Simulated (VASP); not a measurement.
Here is a VASP 6.6.1 calculation.

File INCAR:

```
AGGAC = 1.0
AGGAX = 1.0
ALDAC = 0.0
ALDAX = 1.0
ALGO = Normal
EDIFF = 1E-6
ENCUT = 520
GGA = B5
GGA_COMPAT = False
ISIF = 2
ISMEAR = -1
IVDW = 12
LASPH = True
LCHARG = False
LMAXMIX = 4
LORBIT = 11
LORBMOM = True
LREAL = False
LSORBIT = True
LWAVE = False
MAGMOM = 0 0 0
NBANDS = 25
NELM = 150
PREC = Accurate
SIGMA = 0.05
VDW_A1 = 0.4298
VDW_A2 = 4.2359
VDW_S6 = 1.0
VDW_S8 = 2.6996
```

File KPOINTS:

```
k-points
0
Gamma
  11 11 11
```

Contents of POSCAR:

```
Mo
1.0
    0.0000000000      2.0150000000      2.0150000000
    2.0150000000      0.0000000000      2.0150000000
    2.0150000000      2.0150000000      0.0000000000
Mo
1
Direct
    0.0000000000      0.0000000000      0.0000000000
```

Potentials or basis: VASP PAW PBE potentials, release 64 (Mo_sv).

Launch:

```console
$ cat potpaw_PBE.64/Mo_sv/POTCAR > POTCAR
$ mpirun -np 1 vasp_ncl > vasp.out
```

Question: What does it give for the pressure?

Answer: -11.5 GPa.

Question: Estimate the dispersion energy per atom.

Answer: -1.606 eV.

Question: What does it give for the net moment?

Answer: 0.00 μB per cell.

Moments on the atoms (μB; x, y, z):
```
Mo  0.00 0.00 0.00
```

Caveat: three body term missing; the PAW data sets were made with another functional, which shifts forces and pressure a little.
